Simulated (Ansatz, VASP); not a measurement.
Two plane-wave programs on Be

Contents of INCAR:

```
  PREC = Accurate
  ENCUT = 520
  EDIFF = 1E-7
  ISMEAR = -1
  SIGMA = 0.1
  LREAL = F
  LASPH = T
  NELM = 80
  ALGO = Normal
  ISIF = 2
  LWAVE = F
  LCHARG = F
  GGA = RP
  NBANDS = 9
```

Contents of KPOINTS:

```
regular mesh
0
Gamma
  12 12 12
```

POSCAR

```
Be
1.0
    0.0000000000      2.4380589938      2.4380589938
    2.4380589938      0.0000000000      2.4380589938
    2.4380589938      2.4380589938      0.0000000000
Be
2
Direct
    0.1250000000      0.1250000000      0.1250000000
    0.8750000000      0.8750000000      0.8750000000
```

Input for Ansatz:

```yaml
crystal:
  lattice:
    - [0.0, 2.4380589938, 2.4380589938]
    - [2.4380589938, 0.0, 2.4380589938]
    - [2.4380589938, 2.4380589938, 0.0]
  atoms:
    - { symbol: Be, position: [0.125, 0.125, 0.125] }
    - { symbol: Be, position: [0.875, 0.875, 0.875] }
hamiltonian:
  xc: rpbe
  pseudopotentials:
    kind: paw
    azcp:
      Be: "pseudopotentials/Be.paw.azcp"
basis:
  ecutwfc: 420
  fft_grid_basis: typed
kpoints:
  mp_grid: { grid: [12, 12, 12], shift: [0, 0, 0] }
magnetization:
  spin_polarized: false
scf:
  occupations: { method: fermi_dirac, width: 0.1 }
  lower_state_search: "off"
output:
  stress: true
```

Alike in both runs: task single point; functional RPBE; k mesh 12 × 12 × 12; occupations fermi-dirac, width 0.1 eV; no spin polarisation.

|  | VASP | Ansatz |
| --- | --- | --- |
| version | VASP 6.6.1 | Ansatz 0.2.0 |
| potentials or method | VASP PAW PBE potentials, release 64 (Be), cutoff 520 eV | plane waves (420 eV) with PAW, scalar-relativistic |
| valence electrons in the cell | 4 | 4 |

```csv
,VASP,Ansatz,Ansatz less VASP
pressure (GPa),1.8,1.8,+0.01
```

VASP's potentials were made for PBE, not for RPBE. With one functional, cell and mesh, what is left measures potentials, basis and numerics.
